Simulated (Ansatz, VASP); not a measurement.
**In3Sb in VASP and in Ansatz**

```xyz
4
Lattice="4.7237 0.0000 0.0000 0.0000 4.7237 0.0000 0.0000 0.0000 4.7237" Properties=species:S:1:pos:R:3 pbc="T T T"
In    2.3618    2.3618    0.0000
In    2.3618    0.0000    2.3618
In    0.0000    2.3618    2.3618
Sb    0.0000    0.0000    0.0000
```

Alike in both runs: functional PBEsol; k mesh 10 × 10 × 10; occupations gaussian, width 0.1 eV; no spin polarisation.

Ansatz relaxed the structure, and its values are those at the end. VASP's run is a single point on that final structure, the one shown.

|  | VASP | Ansatz |
| --- | --- | --- |
| version | VASP 6.6.1 | Ansatz 0.2.0 |
| potentials or method | VASP PAW PBE potentials, release 64 (In_d, Sb), cutoff 500 eV | scalar-relativistic, plane waves, PAW |
| valence electrons in the cell | 44 | 54 |

|  | VASP | Ansatz | Ansatz less VASP |
| --- | --- | --- | --- |
| gap on the k mesh at the Fermi level (eV) | none | none | - |
| pressure (GPa) | 0.0 | 0.0 | 0.00 |

VASP's potentials were made for PBE, not for PBEsol. A gap of «none» marks a metal or a gap that the smearing closes. VASP's potentials hold 44 valence electrons a cell and Ansatz's 54, so a difference there can come from the potentials and not from the codes.

Neither program's run includes spin-orbit coupling.
